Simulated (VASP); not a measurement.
Input of a VASP 6.6.1 run:

Contents of INCAR:

```
ALGO = Normal
EDIFF = 1E-6
ENCUT = 520
ISIF = 2
ISMEAR = 0
LASPH = True
LCHARG = False
LREAL = False
LWAVE = False
NBANDS = 26
NELM = 60
PREC = Accurate
SIGMA = 0.02
```

Contents of KPOINTS:

```
k-points
0
Gamma
  9 9 6
```

Contents of POSCAR:

```
ZnS
1.0
    3.7382076424      0.0000000000      0.0000000000
   -1.8691038212      3.2373827830      0.0000000000
    0.0000000000      0.0000000000      6.1430143837
Zn S
2 2
Direct
    0.3333333333      0.6666666667      0.0055888718
    0.6666666667      0.3333333333      0.5055888718
    0.3333333333      0.6666666667      0.3794111282
    0.6666666667      0.3333333333      0.8794111282
```

Potentials or basis: VASP PAW LDA potentials, release 64 (Zn, S).

Run with:

```bash
$ cat potpaw_LDA.64/Zn/POTCAR potpaw_LDA.64/S/POTCAR > POTCAR
$ mpirun -np 1 vasp_std > vasp.out
```

**Question.** Predict the pressure.

**Answer.** 0.2 GPa.

**Question.** Estimate the band gap on the k mesh.

**Answer.** 2.23 eV.
